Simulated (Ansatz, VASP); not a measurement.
**HfS2: VASP beside Ansatz**

INCAR

```
SYSTEM = HfS2
ALGO = Normal
EDIFF = 1E-6
ENCUT = 500
GGA = PE
GGA_COMPAT = .FALSE.
ISIF = 2
ISMEAR = 0
IVDW = 12
LASPH = .TRUE.
LCHARG = .FALSE.
LREAL = .FALSE.
LWAVE = .FALSE.
NBANDS = 18
NELM = 120
PREC = Accurate
SIGMA = 0.05
```

KPOINTS

```
k-points
0
G
  12 12 6
  0 0 0
```

The input POSCAR:

```
HfS2
1.0
    3.6058628441      0.0000000000      0.0000000000
   -1.8029314221      3.1227688256      0.0000000000
    0.0000000000      0.0000000000      5.8280916261
Hf S
1 2
Direct
    0.0000000000      0.0000000000      0.0000000000
    0.6666666667      0.3333333333      0.7476059866
    0.3333333333      0.6666666667      0.2523940134
```

Input for Ansatz:

```yaml
crystal:
  lattice:
    - [3.6058628441, 0.0, 0.0]
    - [-1.8029314221, 3.1227688256, 0.0]
    - [0.0, 0.0, 5.8280916261]
  atoms:
    - { symbol: Hf, position: [0.0, 0.0, 0.0] }
    - { symbol: S, position: [0.6666666667, 0.3333333333, 0.7476059866] }
    - { symbol: S, position: [0.3333333333, 0.6666666667, 0.2523940134] }
basis:
  ecutwfc: 420
kpoints:
  mp_grid: { grid: [12, 12, 6] }
hamiltonian:
  xc: pbe
  dispersion: d3bj
scf:
  occupations: { method: gaussian, width: 0.05 }
output:
  forces: true
  stress: true
  eigenvalues: true
```

Change from the starting cell: strain +0.0100 x Voigt [0, 0, 1, 0, 0, 0], atoms carried along.

Alike in both runs: task single point; functional PBE; dispersion D3(BJ); k mesh 12 × 12 × 6; occupations gaussian, width 0.05 eV; no spin polarisation.

```csv
,VASP,Ansatz
version,VASP 6.6.1,Ansatz 0.2.0
potentials or method,"VASP PAW PBE potentials, release 64 (Hf_pv, S), cutoff 500 eV","scalar-relativistic, plane waves, PAW"
valence electrons in the cell,22,38
```

```tsv
	VASP	Ansatz	Ansatz less VASP
gap on the k mesh at the Fermi level (eV)	0.90	0.87	-0.024
least direct gap on the mesh (eV)	1.82	1.81	-0.012
pressure (GPa)	-1.5	-0.9	+0.59
traceless stress, the component that is largest in VASP (GPa)	-0.42	-0.49	-0.067
rms of the force components (eV/Å)	0.107	0.076	-0.0313
```

Atom by atom the forces differ by 0.031 eV/Å (rms over components). VASP's potentials hold 22 valence electrons a cell and Ansatz's 38, so a difference there can come from the potentials and not from the codes.

Spin-orbit coupling is off throughout.
